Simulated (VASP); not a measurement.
# AlSi16 (a cell with a defect) in VASP: single point with LDA

Aim: the single point of AlSi16 (a cell with a defect) with LDA.

Everything below comes from runs of VASP 6.6.1. Logs are shortened: lines on timing, memory, paths and dates and some standing lists are left out, and cuts for length are marked.

## Step 1: The cell of the first run

The cell holds a defect, 17 atoms: a = 7.679 Å, b = 7.679 Å, c = 7.679 Å, α = 60.00°, β = 60.00°, γ = 60.00°.

## Step 2: Single point, LDA, collinear spin, zero start

Contents of INCAR:

```
SYSTEM = AlSi16
  PREC = Accurate
  ENCUT = 520
  EDIFF = 1E-6
  ISMEAR = 0
  SIGMA = 0.05
  LREAL = Auto
  LASPH = .True.
  NELM = 150
  ALGO = Normal
  ISIF = 2
  LWAVE = .False.
  LCHARG = .True.
  ISPIN = 2
  MAGMOM = 0 0 0 0 0 0 0 0 0 0 0 0 0 0 0 0 0
  LORBIT = 11
  GGA = CA
  LELF = .True.
  LVHAR = .True.
  NBANDS = 52
```

Contents of KPOINTS:

```
regular mesh
0
Gamma
  2 2 2
  0 0 0
```

Contents of POSCAR:

```
AlSi16
1.0
    0.0000000000      5.4300000000      5.4300000000
    5.4300000000      0.0000000000      5.4300000000
    5.4300000000      5.4300000000      0.0000000000
Si Al
16 1
Direct
   -0.0023439227      0.0003945672      0.0011142726
    0.1273303867      0.1229791897      0.1236880295
    0.0050743094     -0.0135709945      0.5043575506
    0.1272888582      0.1229962247      0.6262697053
    0.0050427256      0.5036900552     -0.0127933702
    0.1273861878      0.6255740331      0.1236524862
    0.0050596685      0.5037213628      0.5043163904
    0.1260982505      0.6241860958      0.6250174033
    0.5021971455      0.0005803867      0.0013080110
    0.6263618785      0.1240220994      0.1250034991
    0.5021621547      0.0005455801      0.4963024862
    0.6244558932      0.1229098527      0.6264735727
    0.5022483425      0.4953336096      0.0013518416
    0.6244242173      0.6257654696      0.1235673112
    0.4882659300      0.5035815838      0.5041950276
    0.6244369245      0.6257275322      0.6265201657
    0.8760345304      0.3742737569      0.3749905157
```

Potentials or basis: VASP PAW LDA potentials, release 64 (Si, Al).

Command:

```bash
cat potpaw_LDA.64/Si/POTCAR potpaw_LDA.64/Al/POTCAR > POTCAR
mpirun -np 1 vasp_std > vasp.out
```

OUTCAR:

```text
SYSTEM = AlSi16
   PREC = Accurate
   ENCUT = 520
   EDIFF = 1E-6
   ISMEAR = 0
   LREAL = Auto
   LASPH = .True.
   NELM = 150
   ISIF = 2
   ISPIN = 2
   LORBIT = 11
   GGA = CA

 ion  position               nearest neighbor table
   1  0.998  0.000  0.001-  10 2.33   6 2.35   2 2.35   4 2.35
   2  0.127  0.123  0.124-   1 2.35   9 2.35   3 2.39   5 2.39  17 2.73
   3  0.005  0.986  0.504-   8 2.27  12 2.39   2 2.39   4 2.39  17 2.43
   4  0.127  0.123  0.626-   1 2.35  11 2.35   3 2.39   7 2.39  17 2.73
   5  0.005  0.504  0.987-   8 2.27  14 2.39   6 2.39   2 2.39  17 2.43
   6  0.127  0.626  0.124-   1 2.35  13 2.35   7 2.39   5 2.39  17 2.73
   7  0.005  0.504  0.504-   8 2.27  16 2.39   6 2.39   4 2.39  17 2.43
   8  0.126  0.624  0.625-  15 2.27   5 2.27   7 2.27   3 2.27
   9  0.502  0.001  0.001-  10 2.33  14 2.35  12 2.35   2 2.35
  10  0.626  0.124  0.125-   1 2.33  11 2.33   9 2.33  13 2.33
  11  0.502  0.001  0.496-  10 2.33  16 2.35  12 2.35   4 2.35
  12  0.624  0.123  0.626-  11 2.35   9 2.35   3 2.39  15 2.39  17 2.73
  13  0.502  0.495  0.001-  10 2.33  14 2.35  16 2.35   6 2.35
  14  0.624  0.626  0.124-   9 2.35  13 2.35   5 2.39  15 2.39  17 2.73
  15  0.488  0.504  0.504-   8 2.27  14 2.39  16 2.39  12 2.39  17 2.43
  16  0.624  0.626  0.627-  11 2.35  13 2.35   7 2.39  15 2.39  17 2.73
  17  0.876  0.374  0.375-  15 2.43   5 2.43   7 2.43   3 2.43   4 2.73   2 2.73   6 2.73  12 2.73
                            16 2.73  14 2.73

  LATTYP: Found a face centered cubic cell.
 ALAT       =    10.8600000000

  Lattice vectors:

 A1 = (   0.0000000000,   5.4300000000,   5.4300000000)
 A2 = (   5.4300000000,   0.0000000000,   5.4300000000)
 A3 = (   5.4300000000,   5.4300000000,   0.0000000000)

Analysis of symmetry for initial positions (statically):
=====================================================================
 Subroutine PRICEL returns:
 Original cell was already a primitive cell.

 Routine SETGRP: Setting up the symmetry group for a
 face centered cubic supercell.

 Subroutine GETGRP returns: Found  1 space group operations
 (whereof  1 operations were pure point group operations)
 out of a pool of 48 trial point group operations.

The static configuration has the point symmetry C_1 .

Analysis of symmetry for dynamics (positions and initial velocities):
=====================================================================
 Subroutine PRICEL returns:
 Original cell was already a primitive cell.

 Routine SETGRP: Setting up the symmetry group for a
 face centered cubic supercell.

 Subroutine GETGRP returns: Found  1 space group operations
[... 176 lines left out ...]
  ---------------------------------------------------
  free energy    TOTEN  =       -96.13435515 eV

  energy without entropy =      -96.12730280  energy(sigma->0) =      -96.13082897

 E-fermi :   6.7522     XC(G=0):  -9.8340

 val. band max:        6.7521583303   @ k =   0.0000   0.0000   0.0000
 cond. band min:       6.7523230051   @ k =   0.0000   0.0000   0.0000
 fundamental gap:      0.0001646748
 Fermi energy:         6.7522409597

 spin component 1

 k-point     1 :       0.0000    0.0000    0.0000
  band No.  band energies     occupation
      1      -6.0584      1.00000
      2      -3.5967      1.00000
      3      -3.5878      1.00000
      4      -3.5877      1.00000
      5      -3.5876      1.00000
      6      -2.4549      1.00000
[... 373 lines left out ...]
     44      10.2018      0.00000
     45      10.3608      0.00000
 Fermi energy:         6.7522409597

 spin component 2

 k-point     1 :       0.0000    0.0000    0.0000
  band No.  band energies     occupation
      1      -6.0584      1.00000
      2      -3.5967      1.00000
      3      -3.5878      1.00000
      4      -3.5877      1.00000
      5      -3.5876      1.00000
      6      -2.4549      1.00000
[... 373 lines left out ...]
     44      10.2018      0.00000
     45      10.3608      0.00000
 [bands above 45 left out]

------------------------ aborting loop because EDIFF is reached ----------------------------------------

  FORCE on cell =-STRESS in cart. coord.  units (eV):
  Direction    XX          YY          ZZ          XY          YZ          ZX
  --------------------------------------------------------------------------------------
  -------------------------------------------------------------------------------------
  Total        3.5769197      3.5771875      3.5755214     -0.0019454      0.0131655     -0.0173975
  in kB       17.8974141     17.8987539     17.8904175     -0.0097339      0.0658745     -0.0870501
  external PRESSURE =      17.8955285 kB  Pullay stress =       0.0000000 kB

 VOLUME and BASIS-vectors are now :
 -----------------------------------------------------------------------------
  energy-cutoff  :      520.00
  volume of cell :      320.21
      direct lattice vectors                 reciprocal lattice vectors
     0.000000000  5.430000000  5.430000000    -0.092081031  0.092081031  0.092081031
     5.430000000  0.000000000  5.430000000     0.092081031 -0.092081031  0.092081031
     5.430000000  5.430000000  0.000000000     0.092081031  0.092081031 -0.092081031

 POSITION                                       TOTAL-FORCE (eV/Angst)
 -----------------------------------------------------------------------------------
      0.00819      5.42332      5.41941         0.013678     -0.013557     -0.013008
      1.33940      1.36303      1.35918        -0.007459     -0.000018      0.001272
      8.09497      2.76621      5.38386         0.002459     -0.000062      0.006690
      4.06851      4.09182      1.35905        -0.000430      0.008674      0.001409
      8.09557      5.38791      2.76242         0.000484      0.008708     -0.002820
      4.06830      1.36314      4.08857        -0.001483      0.000339      0.007010
[... 9 lines left out ...]
      6.79970      6.79270      6.78839         0.000150     -0.001162     -0.000850
      4.06851      6.79307      6.78917         0.002221     -0.002514     -0.002367
 -----------------------------------------------------------------------------------
    total drift:                                0.002534     -0.003428      0.001116

  FREE ENERGIE OF THE ION-ELECTRON SYSTEM (eV)
  ---------------------------------------------------
  free  energy   TOTEN  =       -96.1343551516 eV

  energy  without entropy=      -96.1273027979  energy(sigma->0) =      -96.13082897

 total charge

# of ion       s       p       d       tot
------------------------------------------
    1        0.753   0.955   0.000   1.708
    2        0.750   0.936   0.000   1.686
    3        0.765   0.956   0.000   1.721
    4        0.750   0.936   0.000   1.686
    5        0.765   0.956   0.000   1.721
    6        0.750   0.936   0.000   1.686
[... 9 lines left out ...]
   16        0.750   0.936   0.000   1.686
   17        0.517   0.342   0.000   0.859
--------------------------------------------------
tot         12.604  15.570   0.000  28.174

 magnetization (x)

# of ion       s       p       d       tot
------------------------------------------
    1       -0.000  -0.000   0.000  -0.000
    2       -0.000  -0.000   0.000  -0.000
    3        0.000  -0.000   0.000  -0.000
    4       -0.000  -0.000   0.000  -0.000
    5       -0.000  -0.000   0.000  -0.000
    6        0.000  -0.000   0.000   0.000
[... 9 lines left out ...]
   16        0.000   0.000   0.000   0.000
   17        0.000   0.000   0.000   0.000
--------------------------------------------------
tot          0.000   0.000   0.000   0.000
```

stdout:

```text
POSCAR found type information on POSCAR SiAl
 POSCAR found :  2 types and      17 ions
 scaLAPACK will be used
 LDA part: xc-table for (Slater(with rela. corr.)+CA(PZ))
 , standard interpolation
 POSCAR, INCAR and KPOINTS ok, starting setup
 FFT: planning ... GRIDC
 FFT: planning ... GRID_SOFT
 FFT: planning ... GRID
 WAVECAR not read
 entering main loop
```

It took 5.9 min on 1 thread of AMD EPYC 9R45 (Zen 5), shared host; peak memory 0.45 GiB.

Results:

```
Free energy                                           : -96.1344 eV
Pressure                                              : 1.8 GPa
Largest force                                         : 0.023 eV/Å
Net moment                                            : 0.00 μB per cell
Valence electrons inside the program's atomic spheres : Si 1.71, 1.69, 1.72, 1.76 (each value once); Al 0.86
```

Forces on the atoms (eV/Å):
```
Si   0.014 -0.014 -0.013
Si  -0.007  0.000  0.001
Si   0.002  0.000  0.007
Si   0.000  0.009  0.001
Si   0.000  0.009 -0.003
Si  -0.001  0.000  0.007
Si  -0.009  0.000 -0.004
Si   0.006 -0.008 -0.001
Si   0.011  0.009  0.010
Si   0.005 -0.007 -0.002
Si  -0.010 -0.011  0.010
Si   0.001 -0.002 -0.003
Si  -0.010  0.009 -0.010
Si   0.001  0.001 -0.001
Si  -0.005  0.007  0.004
Si   0.000 -0.001 -0.001
Al   0.002 -0.003 -0.002
```

Levels at points of the mesh, in eV from the Fermi level:
Spin up:
```tsv
k point	band 29	band 30	band 31	band 32	band 33	band 34	band 35	band 36	band 37	band 38
(0.00, 0.00, 0.00)	-1.66	-1.66	-0.67	-0.67	-0.66	-0.20	-0.19	-0.19	0.00	0.00
(0.50, 0.00, 0.00)	-1.49	-1.49	-1.31	-1.31	-0.58	0.23	0.56	0.56	0.88	0.88
(0.00, 0.50, 0.00)	-1.49	-1.49	-1.31	-1.31	-0.58	0.23	0.56	0.56	0.88	0.88
(0.00, 0.00, 0.50)	-1.49	-1.49	-1.31	-1.31	-0.58	0.23	0.56	0.56	0.88	0.88
(0.50, 0.50, 0.50)	-1.49	-1.49	-1.31	-1.31	-0.58	0.23	0.56	0.56	0.88	0.88
(0.50, 0.50, 0.00)	-2.06	-1.93	-1.93	-1.81	-0.22	0.21	1.12	1.42	1.42	1.47
(0.00, 0.50, 0.50)	-2.06	-1.93	-1.93	-1.81	-0.23	0.21	1.12	1.42	1.42	1.47
(0.50, 0.00, 0.50)	-2.06	-1.93	-1.93	-1.81	-0.23	0.21	1.12	1.42	1.42	1.47
```
Spin down:
```
           k point  band 29  band 30  band 31  band 32  band 33  band 34  band 35  band 36  band 37  band 38
(0.00, 0.00, 0.00)    -1.66    -1.66    -0.67    -0.67    -0.66    -0.20    -0.19    -0.19     0.00     0.00
(0.50, 0.00, 0.00)    -1.49    -1.49    -1.31    -1.31    -0.58     0.23     0.56     0.56     0.88     0.88
(0.00, 0.50, 0.00)    -1.49    -1.49    -1.31    -1.31    -0.58     0.23     0.56     0.56     0.88     0.88
(0.00, 0.00, 0.50)    -1.49    -1.49    -1.31    -1.31    -0.58     0.23     0.56     0.56     0.88     0.88
(0.50, 0.50, 0.50)    -1.49    -1.49    -1.31    -1.31    -0.58     0.23     0.56     0.56     0.88     0.88
(0.50, 0.50, 0.00)    -2.06    -1.93    -1.93    -1.81    -0.22     0.21     1.12     1.42     1.42     1.47
(0.00, 0.50, 0.50)    -2.06    -1.93    -1.93    -1.81    -0.23     0.21     1.12     1.42     1.42     1.47
(0.50, 0.00, 0.50)    -2.06    -1.93    -1.93    -1.81    -0.23     0.21     1.12     1.42     1.42     1.47
```

Caveat: the k points lie up to 0.50 Å⁻¹ apart; no moment was typed at the start, so none could form.
